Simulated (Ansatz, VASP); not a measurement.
# Li2MnN2 in VASP and in Ansatz

```
Li Mn N
1.0
     2.98979    0.00000    0.00000
    -1.49490    2.58924    0.00000
     0.00000    0.00000    5.19431
Li Mn N
2 1 2
Cartesian
  1.4949 0.8631 1.8872
  0.0000 1.7262 3.3071
  0.0000 0.0000 0.0000
  1.4949 0.8631 4.1195
  0.0000 1.7262 1.0748
```

Alike in both runs: functional PBE; dispersion D3(BJ); k mesh 12 × 12 × 6; occupations gaussian, width 0.02 eV; collinear spin.

Ansatz relaxed the structure, and its values are those at the end. VASP's run is a single point on that final structure, the one shown.

```csv
,VASP,Ansatz
version,VASP 6.6.1,Ansatz 0.2.0
potentials or method,"VASP PAW PBE potentials, release 64 (Li_sv, Mn_pv, N), cutoff 520 eV","scalar-relativistic, plane waves, PAW"
valence electrons in the cell,29,31
```

|  | VASP | Ansatz | Ansatz less VASP |
| --- | --- | --- | --- |
| gap on the k mesh at the Fermi level (eV) | 0.33 | 0.35 | +0.016 |
| least direct gap on the mesh (eV) | 0.72 | 0.76 | +0.039 |
| rms of the force components (eV/Å) | 0.009 | 0.001 | -0.0079 |
| net moment per atom (μB) | 0.60 | 0.60 | 0.000 |
| size of the moment on the site where the two differ most (μB) | 2.79 | 2.51 | -0.274 |

Site moments also hang on the region over which each program counts them. VASP's potentials hold 29 valence electrons a cell and Ansatz's 31, so a difference there can come from the potentials and not from the codes.

Noted on VASP's run: the cutoff is short for stress, so the pressure is rough.
